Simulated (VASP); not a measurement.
# Bi (Fd-3m) in VASP: a series of runs, part 2 of 2

VASP 6.6.1. Earlier steps stand in the parts before.

## 3. Single point, PBEsol

This run uses another cell than the first one, of 31.22 Å³/atom, 1.096 times its volume.

INCAR reads:

```
SYSTEM = Bi
ALGO     = Normal         ! electronic algorithm
EDIFF    = 1E-7           ! SCF threshold, eV
ENCUT    = 520            ! plane-wave cutoff, eV
GGA      = PS             ! functional
ISIF     = 2              ! what is computed and relaxed
ISMEAR   = -1             ! smearing method
LASPH    = .True.         ! aspherical terms in the spheres
LCHARG   = .False.        ! write CHGCAR
LREAL    = .False.        ! projectors in reciprocal space
LWAVE    = .False.        ! write WAVECAR
NBANDS   = 22             ! bands
NELM     = 60             ! most SCF steps
PREC     = Accurate       ! precision mode
SIGMA    = 0.1            ! smearing width, eV
```

KPOINTS reads:

```
k-points
0
Gamma
  6 6 6
  0 0 0
```

POSCAR reads:

```
Bi
1.0
    0.0000000000      3.1489302564      3.1489302564
    3.1489302564      0.0000000000      3.1489302564
    3.1489302564      3.1489302564      0.0000000000
Bi
2
Direct
    0.0000000000      0.0000000000      0.0000000000
    0.2500000000      0.2500000000      0.2500000000
```

Potentials or basis: VASP PAW PBE potentials, release 64 (Bi_d).

Run with:

```console
> cat potpaw_PBE.64/Bi_d/POTCAR > POTCAR
> mpirun -np 1 vasp_std > vasp.out
```

OUTCAR:

```text
SYSTEM = Bi
   EDIFF = 1E-7
   ENCUT = 520
   GGA = PS
   ISIF = 2
   ISMEAR = -1
   LASPH = .True.
   LREAL = .False.
   NELM = 60
   PREC = Accurate

 ion  position               nearest neighbor table
   1  0.000  0.000  0.000-   2 2.73   2 2.73   2 2.73   2 2.73
   2  0.250  0.250  0.250-   1 2.73   1 2.73   1 2.73   1 2.73

  LATTYP: Found a face centered cubic cell.
 ALAT       =     6.2978605128

  Lattice vectors:

 A1 = (   0.0000000000,   3.1489302564,   3.1489302564)
 A2 = (   3.1489302564,   0.0000000000,   3.1489302564)
 A3 = (   3.1489302564,   3.1489302564,   0.0000000000)

Analysis of symmetry for initial positions (statically):
=====================================================================
 Subroutine PRICEL returns:
 Original cell was already a primitive cell.

 Routine SETGRP: Setting up the symmetry group for a
 face centered cubic supercell.

 Subroutine GETGRP returns: Found 48 space group operations
 (whereof 24 operations were pure point group operations)
 out of a pool of 48 trial point group operations.

The static configuration has the point symmetry T_d .
 The point group associated with its full space group is O_h .

Analysis of symmetry for dynamics (positions and initial velocities):
=====================================================================
 Subroutine PRICEL returns:
 Original cell was already a primitive cell.

 Routine SETGRP: Setting up the symmetry group for a
 face centered cubic supercell.

 Subroutine GETGRP returns: Found 48 space group operations
 (whereof 24 operations were pure point group operations)
 out of a pool of 48 trial point group operations.

The dynamic configuration has the point symmetry T_d .
 The point group associated with its full space group is O_h .

 Subroutine INISYM returns: Found 48 space group operations
 (whereof 24 operations are pure point group operations),
 and found     1 'primitive' translations

----------------------------------------------------------------------------------------

                                     Primitive cell

  volume of cell :      62.4481

  direct lattice vectors                    reciprocal lattice vectors
     0.000000000  3.148930256  3.148930256    -0.158784082  0.158784082  0.158784082
     3.148930256  0.000000000  3.148930256     0.158784082 -0.158784082  0.158784082
     3.148930256  3.148930256  0.000000000     0.158784082  0.158784082 -0.158784082

  length of vectors
     4.453259876  4.453259876  4.453259876     0.275022097  0.275022097  0.275022097

  position of ions in fractional coordinates (direct lattice)
     0.000000000  0.000000000  0.000000000
     0.250000000  0.250000000  0.250000000

  ion indices of the primitive-cell ions
   primitive index   ion index
                 1           1
                 2           2

----------------------------------------------------------------------------------------

 KPOINTS: k-points

Automatic generation of k-mesh.
 Grid dimensions read from file:
 generate k-points for:    6    6    6

 Generating k-lattice:

  Cartesian coordinates                     Fractional coordinates (reciprocal lattice)
    -0.026464014  0.026464014  0.026464014     0.166666667  0.000000000  0.000000000
     0.026464014 -0.026464014  0.026464014     0.000000000  0.166666667  0.000000000
     0.026464014  0.026464014 -0.026464014     0.000000000  0.000000000  0.166666667

  Length of vectors
     0.045837016  0.045837016  0.045837016

  Shift w.r.t. Gamma in fractional coordinates (k-lattice)
     0.000000000  0.000000000  0.000000000

 Subroutine IBZKPT returns following result:
 ===========================================

 Found     16 irreducible k-points:

 Following reciprocal coordinates:
            Coordinates               Weight
  0.000000  0.000000  0.000000      1.000000
  0.166667  0.000000  0.000000      8.000000
  0.333333  0.000000  0.000000      8.000000
  0.500000  0.000000  0.000000      4.000000
  0.166667  0.166667  0.000000      6.000000
  0.333333  0.166667  0.000000     24.000000
[... 8 lines left out ...]
 -0.333333  0.333333  0.166667     24.000000
 -0.333333  0.500000  0.166667     12.000000
   k-points           NKPTS =     16   k-points in BZ     NKDIM =     16   number of bands    NBANDS=     22
   number of dos      NEDOS =    301   number of ions     NIONS =      2
   total plane-waves  NPLWV =  46656
   dimension x,y,z NGX =    36 NGY =   36 NGZ =   36
   dimension x,y,z NGXF=    72 NGYF=   72 NGZF=   72
   ions per type =               2
   NGX,Y,Z   is equivalent  to a cutoff of  13.44, 13.44, 13.44 a.u.
   NGXF,Y,Z  is equivalent  to a cutoff of  26.88, 26.88, 26.88 a.u.
 SYSTEM =  Bi
   PREC   = accura    normal or accurate (medium, high low for compatibility)
   ISTART =      0    job   : 0-new  1-cont  2-samecut
   ICHARG =      2    charge: 1-file 2-atom 10-const
   ISPIN  =      1    spin polarized calculation?
   LNONCOLLINEAR =      F non collinear calculations
   LSORBIT =      F    spin-orbit coupling
   LASPH  =      T    aspherical Exc in radial PAW
   ENCUT  =  520.0 eV  38.22 Ry    6.18 a.u.   8.28  8.28  8.28*2*pi/ulx,y,z
   NELM   =     60;   NELMIN=  2; NELMDL= -5     # of ELM steps
   EDIFF  = 0.1E-06   stopping-criterion for ELM
   LREAL  =      F    real-space projection
   EDIFFG = 0.1E-05   stopping-criterion for IOM
   NSW    =      0    number of steps for IOM
   IBRION =     -1    ionic relax: 0-MD 1-quasi-New 2-CG
   NFREE  =      0    steps in history (QN), initial steepest desc. (CG)
   ISIF   =      2    stress and relaxation
   ISYM   =      2    0-nonsym 1-usesym 2-fastsym
   POTIM  = 0.5000    time-step for ionic-motion
   TEBEG  =    0.0;   TEEND  =   0.0 temperature during run
   PSTRESS=    0.0 pullay stress
   NELECT =      30.0000    total number of electrons
   NUPDOWN=      -1.0000    fix difference up-down
   EMIN   =  10.00;   EMAX   =-10.00  energy-range for DOS
   EFERMI =   0.00;   METHOD = LEGACY
   ISMEAR =    -1;   SIGMA  =   0.10  broadening in eV -4-tet -1-fermi 0-gaus
   EFERMI_NEDOS =   21; number of points for ismear=-14 and -15
   IALGO  =     38    algorithm
   IMIX   =      4    mixing-type and parameters
     AMIX     =   0.40;   BMIX     =  1.00
     AMIX_MAG =   1.60;   BMIX_MAG =  1.00
  volume/ion in A,a.u.               =      31.22       210.71
  Fermi-wavevector in a.u.,A,eV,Ry     =   1.282160  2.422931 22.367082  1.643934
  Thomas-Fermi vector in A             =   2.414488
   LORBIT       =      0    0 simple, 1 ext, 2 COOP (PROOUT), +10 PAW based schemes
   GGA     = PS    functional components
   LHFCALC =     F    Hartree Fock is set to
   AEXX    =    0.0000 exact exchange contribution
   IVDW    =     0    specifies the selected vdW correction
   LEPSILON=     F    determine dielectric tensor
   LRPA    =     F    only Hartree local field effects (RPA)
 non-spin polarized calculation
  energy-cutoff  :      520.00
  volume of cell :       62.45
 maximum number of plane-waves:      1700
 NGX is ok and might be reduce to    36
   NGX = 17   NGY = 17   NGZ = 17

 number of electron      30.0000000 magnetization

 Free energy of the ion-electron system (eV)
  ---------------------------------------------------
  ext. energy  EPLUGINS =         0.00000000
  ---------------------------------------------------
  free energy    TOTEN  =        -6.11468379 eV

  energy without entropy =       -6.06567940  energy(sigma->0) =       -6.09018160

 E-fermi :   8.2966     XC(G=0): -10.0511

 val. band max:        8.2103119188   @ k =  -0.3333   0.3333   0.1667
 cond. band min:       8.4874949925   @ k =   0.5000   0.3333   0.0000
 fundamental gap:      0.2771830738
 Fermi energy:         8.2965632506

 k-point     1 :       0.0000    0.0000    0.0000
  band No.  band energies     occupation
      1     -15.6870      2.00000
      2     -15.6870      2.00000
      3     -15.6870      2.00000
      4     -15.5576      2.00000
      5     -15.5576      2.00000
      6     -14.9776      2.00000
[... 14 lines left out ...]
     21      15.1959      0.00000
     22      15.1959      0.00000
[... 352 lines left out ...]
  band No.  band energies     occupation
      1     -15.8055      2.00000
      2     -15.8055      2.00000
      3     -15.4599      2.00000
      4     -15.4599      2.00000
      5     -15.2585      2.00000
      6     -15.2585      2.00000
[... 14 lines left out ...]
     21      17.3822      0.00000
     22      17.3822      0.00000

------------------------ aborting loop because EDIFF is reached ----------------------------------------

  FORCE on cell =-STRESS in cart. coord.  units (eV):
  Direction    XX          YY          ZZ          XY          YZ          ZX
  --------------------------------------------------------------------------------------
  -------------------------------------------------------------------------------------
  Total       11.6596745     11.6596745     11.6596745      0.0000000      0.0000000      0.0000000
  in kB      299.1423408    299.1423408    299.1423408      0.0000000      0.0000000      0.0000000
  external PRESSURE =     299.1423408 kB  Pullay stress =       0.0000000 kB

 VOLUME and BASIS-vectors are now :
 -----------------------------------------------------------------------------
  energy-cutoff  :      520.00
  volume of cell :       62.45
      direct lattice vectors                 reciprocal lattice vectors
     0.000000000  3.148930256  3.148930256    -0.158784082  0.158784082  0.158784082
     3.148930256  0.000000000  3.148930256     0.158784082 -0.158784082  0.158784082
     3.148930256  3.148930256  0.000000000     0.158784082  0.158784082 -0.158784082

 POSITION                                       TOTAL-FORCE (eV/Angst)
 -----------------------------------------------------------------------------------
      0.00000      0.00000      0.00000         0.000000      0.000000     -0.000000
      1.57447      1.57447      1.57447        -0.000000     -0.000000      0.000000
 -----------------------------------------------------------------------------------
    total drift:                                0.000000      0.000000      0.000000

  FREE ENERGIE OF THE ION-ELECTRON SYSTEM (eV)
  ---------------------------------------------------
  free  energy   TOTEN  =        -6.1146837941 eV

  energy  without entropy=       -6.0656793971  energy(sigma->0) =       -6.09018160
```

It took 10 s on 1 thread of Intel Xeon 6975P-C (Granite Rapids), shared host; peak memory 0.19 GiB.

What came out:

- Free energy: -6.1147 eV
- Pressure: 29.9 GPa
- Band gap on the k mesh: zero (band 15 reaches 8.51 eV, above the bottom of band 16 at 7.06 eV)

Caveat: the PAW data sets were made with another functional, which shifts forces and pressure a little; spin-orbit coupling is left out, which moves the levels of the heavy elements.

## 4. Single point, PBEsol

This run uses another cell than the first one, of 35.59 Å³/atom, 1.249 times its volume.

INCAR reads:

```
PREC = Accurate ; ENCUT = 520
EDIFF = 1E-7 ; ISMEAR = -1
SIGMA = 0.1 ; LREAL = False
LASPH = True ; NELM = 60
ALGO = Normal ; ISIF = 2
LWAVE = False ; LCHARG = False
GGA = PS ; NBANDS = 22
```

KPOINTS reads:

```
Automatic mesh
0
Gamma
  6 6 6
```

POSCAR reads:

```
Bi
1.0
    0.0000000000      3.2892672275      3.2892672275
    3.2892672275      0.0000000000      3.2892672275
    3.2892672275      3.2892672275      0.0000000000
Bi
2
Direct
    0.0000000000      0.0000000000      0.0000000000
    0.2500000000      0.2500000000      0.2500000000
```

Run with:

```console
> cat potpaw_PBE.64/Bi_d/POTCAR > POTCAR
> mpirun -np 1 vasp_std > vasp.out
```

It took 14 s on 1 thread of Intel Xeon 6975P-C (Granite Rapids), shared host; peak memory 0.19 GiB.

The run converged. Its results:

```
Free energy            : -7.3014 eV
Pressure               : 14.9 GPa
Band gap on the k mesh : zero (band 15 reaches 6.85 eV, above the bottom of band 16 at 5.65 eV)
```

Levels at points of the mesh, in eV from the Fermi level:
```tsv
k point	band 12	band 13	band 14	band 15	band 16	band 17	band 18	band 19
(0.00, 0.00, 0.00)	-6.76	-1.78	-1.78	-1.78	0.64	0.64	0.64	2.90
(0.50, 0.00, 0.00)	-10.09	-3.03	-2.95	-2.95	1.91	1.91	4.35	5.84
(0.50, 0.50, 0.00)	-11.66	-4.19	-4.19	-0.92	-0.92	5.68	5.68	7.00
```

Caveat: the PAW data sets were made with another functional, which shifts forces and pressure a little; spin-orbit coupling is left out, which moves the levels of the heavy elements.

## 5. Single point, PBEsol

This run uses another cell than the first one, of 46.08 Å³/atom, 1.617 times its volume.

INCAR reads:

```
PREC = Accurate ; ENCUT = 520
EDIFF = 1E-6 ; ISMEAR = -1
SIGMA = 0.1 ; LREAL = F
LASPH = T ; NELM = 80
ALGO = Normal ; ISIF = 2
LWAVE = F ; LCHARG = F
GGA = PS ; NBANDS = 22
```

KPOINTS reads:

```
regular mesh
0
Gamma
  6 6 6
```

POSCAR reads:

```
Bi
1.0
    0.0000000000      3.5851868061      3.5851868061
    3.5851868061      0.0000000000      3.5851868061
    3.5851868061      3.5851868061      0.0000000000
Bi
2
Direct
    0.0000000000      0.0000000000      0.0000000000
    0.2500000000      0.2500000000      0.2500000000
```

Potentials or basis: VASP PAW PBE potentials, release 64 (Bi_d).

Run with:

```console
> cat potpaw_PBE.64/Bi_d/POTCAR > POTCAR
> mpirun -np 1 vasp_std > vasp.out
```

OUTCAR:

```text
PREC = Accurate
   ENCUT = 520
   EDIFF = 1E-6
   ISMEAR = -1
   LREAL = F
   LASPH = T
   NELM = 80
   ISIF = 2
   GGA = PS

 ion  position               nearest neighbor table
   1  0.000  0.000  0.000-   2 3.10   2 3.10   2 3.10   2 3.10
   2  0.250  0.250  0.250-   1 3.10   1 3.10   1 3.10   1 3.10

  LATTYP: Found a face centered cubic cell.
 ALAT       =     7.1703736122

  Lattice vectors:

[... 575 lines left out ...]
     21      11.9963      0.00000
     22      11.9963      0.00000

------------------------ aborting loop because EDIFF is reached ----------------------------------------

  FORCE on cell =-STRESS in cart. coord.  units (eV):
  Direction    XX          YY          ZZ          XY          YZ          ZX
  --------------------------------------------------------------------------------------
  -------------------------------------------------------------------------------------
  Total       -0.0359815     -0.0359815     -0.0359815      0.0000000      0.0000000      0.0000000
  in kB       -0.6254966     -0.6254966     -0.6254966      0.0000000      0.0000000      0.0000000
  external PRESSURE =      -0.6254966 kB  Pullay stress =       0.0000000 kB

 VOLUME and BASIS-vectors are now :
 -----------------------------------------------------------------------------
  energy-cutoff  :      520.00
  volume of cell :       92.16
      direct lattice vectors                 reciprocal lattice vectors
     0.000000000  3.585186806  3.585186806    -0.139462747  0.139462747  0.139462747
     3.585186806  0.000000000  3.585186806     0.139462747 -0.139462747  0.139462747
     3.585186806  3.585186806  0.000000000     0.139462747  0.139462747 -0.139462747

 POSITION                                       TOTAL-FORCE (eV/Angst)
 -----------------------------------------------------------------------------------
      0.00000      0.00000      0.00000        -0.000000     -0.000000     -0.000000
      1.79259      1.79259      1.79259         0.000000      0.000000      0.000000
 -----------------------------------------------------------------------------------
    total drift:                               -0.000000      0.000000      0.000000

  FREE ENERGIE OF THE ION-ELECTRON SYSTEM (eV)
  ---------------------------------------------------
  free  energy   TOTEN  =        -8.0805301787 eV

  energy  without entropy=       -8.0581291040  energy(sigma->0) =       -8.06932964
```

stdout:

```text
POSCAR found type information on POSCAR Bi
 POSCAR found :  1 types and       2 ions
 scaLAPACK will be used
 -----------------------------------------------------------------------------
|                                                                             |
|                                                                             |
|     You enforced a specific xc type in the INCAR file but a different       |
|     I HOPE YOU KNOW WHAT YOU ARE DOING!                                     |
|                                                                             |
 -----------------------------------------------------------------------------

 LDA part: xc-table for (Slater+PW92), standard interpolation
 POSCAR, INCAR and KPOINTS ok, starting setup
 FFT: planning ... GRIDC
 FFT: planning ... GRID_SOFT
 FFT: planning ... GRID
 WAVECAR not read
 entering main loop
```

Run time: 17 s. Hardware: 1 thread of Intel Xeon 6975P-C (Granite Rapids), shared host; peak memory 0.23 GiB.

Results:

```yaml
Free_energy: -8.0805 eV
Pressure: -0.1 GPa
Band_gap_on_the_k_mesh: zero (band 15 reaches 4.09 eV, above the bottom of band 16 at 3.34 eV)
```

Levels at points of the mesh, in eV from the Fermi level:
| k point | band 13 | band 14 | band 15 | band 16 | band 17 | band 18 |
| --- | --- | --- | --- | --- | --- | --- |
| (0.00, 0.00, 0.00) | -1.40 | -1.40 | -1.40 | 0.81 | 0.81 | 0.81 |
| (0.50, 0.00, 0.00) | -2.53 | -2.22 | -2.22 | 1.86 | 1.86 | 3.92 |
| (0.50, 0.50, 0.00) | -3.09 | -3.09 | -0.52 | -0.52 | 4.40 | 4.40 |

Caveat: the PAW data sets were made with another functional, which shifts forces and pressure a little; spin-orbit coupling is left out, which moves the levels of the heavy elements.

## 6. Overview

```tsv
cell	gap on the mesh (eV)	pressure (GPa)
a = 4.320 Å, angles 60.0°, 2 atoms	none	44.9
a = 4.453 Å, angles 60.0°, 2 atoms	none	29.9
a = 4.652 Å, angles 60.0°, 2 atoms	none	14.9
a = 5.070 Å, angles 60.0°, 2 atoms	none	-0.1
```

Alike in all rows: task single point; level PBEsol; potentials or basis VASP PAW PBE potentials, release 64 (Bi_d); no spin polarisation; k mesh 6 × 6 × 6; cutoff (eV) 520; smearing fermi-dirac 0.1 eV.

Caveats: the PAW data sets were made with another functional, which shifts forces and pressure a little; spin-orbit coupling is left out, which moves the levels of the heavy elements.

Total energies depend on the potentials used, so only differences within one code and one set of settings carry meaning.
